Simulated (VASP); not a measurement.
A run of VASP 6.6.1 is set up as follows.

INCAR

```
SYSTEM = CsH
PREC = Accurate
ENCUT = 520
EDIFF = 1E-6
ISMEAR = 0
SIGMA = 0.05
LREAL = .FALSE.
LASPH = .TRUE.
NELM = 80
ALGO = Normal
ISIF = 2
LWAVE = .FALSE.
LCHARG = .TRUE.
GGA = CA
LELF = .TRUE.
LVHAR = .TRUE.
NBANDS = 12
```

The input KPOINTS:

```
regular mesh
0
G
  8 8 8
  0 0 0
```

Contents of POSCAR:

```
CsH
1.0
    3.8184085400      0.0000000000      0.0000000000
    0.0000000000      3.8184085400      0.0000000000
    0.0000000000      0.0000000000      3.8184085400
Cs H
1 1
Direct
    0.0000000000      0.0000000000      0.0000000000
    0.5000000000      0.5000000000      0.5000000000
```

Potentials or basis: VASP PAW LDA potentials, release 64 (Cs_sv, H).

Launch:

```bash
$ cat potpaw_LDA.64/Cs_sv/POTCAR potpaw_LDA.64/H/POTCAR > POTCAR
$ mpirun -np 1 vasp_std > vasp.out
```

Task: Estimate the band gap on the k mesh.

Result: 2.27 eV, indirect (least direct gap 2.44 eV).

Task: Estimate the pressure.

Result: -1.9 GPa.

Caveat: spin-orbit coupling is left out, which moves the levels of the heavy elements. LDA gaps usually lie below the measured ones, often by a third to a half.
